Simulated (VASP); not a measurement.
Input of a VASP 6.6.1 run:

The input POSCAR:

```
Mn
1.0
    2.8183810192      0.0000000000      0.0000000000
   -1.4091905096      2.4407895602      0.0000000000
    0.0000000000      0.0000000000      9.0151969096
Mn
4
Direct
    0.0000000000      0.0000000000      0.0000000000
    0.0000000000      0.0000000000      0.5000000000
    0.3333333333      0.6666666667      0.7500000000
    0.6666666667      0.3333333333      0.2500000000
```

INCAR.step1

```
SYSTEM = Mn
  PREC = Accurate
  ENCUT = 520
  ISMEAR = 0
  SIGMA = 0.1
  LREAL = .FALSE.
  LASPH = .TRUE.
  NELM = 150
  ISPIN = 2
  MAGMOM = 3.95 3.95 3.93 3.93
  LMAXMIX = 4
  NBANDS = 38
  GGA = PE
  ALGO = Normal
  EDIFF = 1E-4
  LWAVE = .TRUE.
  LCHARG = .FALSE.
```

The input INCAR.step2:

```
SYSTEM = Mn
  PREC = Accurate
  ENCUT = 520
  EDIFF = 1E-7
  ISMEAR = 0
  SIGMA = 0.1
  LREAL = .FALSE.
  LASPH = .TRUE.
  NELM = 150
  ALGO = Normal
  ISIF = 2
  LWAVE = .FALSE.
  LCHARG = .TRUE.
  ISPIN = 2
  MAGMOM = 3.95 3.95 3.93 3.93
  LORBIT = 11
  LMAXMIX = 4
  METAGGA = R2SCAN
  LMIXTAU = .TRUE.
  LELF = .TRUE.
  LVHAR = .TRUE.
  NBANDS = 38
  ISTART = 1
```

KPOINTS

```
regular mesh
0
G
  9 9 2
  0 0 0
```

Potentials or basis: VASP PAW PBE potentials, release 64 (Mn_pv).

Run with:

```sh
$ cat potpaw_PBE.64/Mn_pv/POTCAR > POTCAR
$ cp INCAR.step1 INCAR
$ mpirun -np 1 vasp_std > vasp.out
$ cp INCAR.step2 INCAR
$ mpirun -np 1 vasp_std > vasp.out
```

Question: What does it give for the net moment?

Answer: 15.35 μB per cell.

Question: What does it give for the pressure?

Answer: 0.2 GPa.

Question: Estimate the site moments.

Answer: Mn +3.78, +3.77 μB.

Stress tensor (GPa, compression positive):
```
0.25 0.00 0.00
0.00 0.25 0.00
0.00 0.00 0.10
```

Caveat: the PAW data sets were made with another functional, which shifts forces and pressure a little.
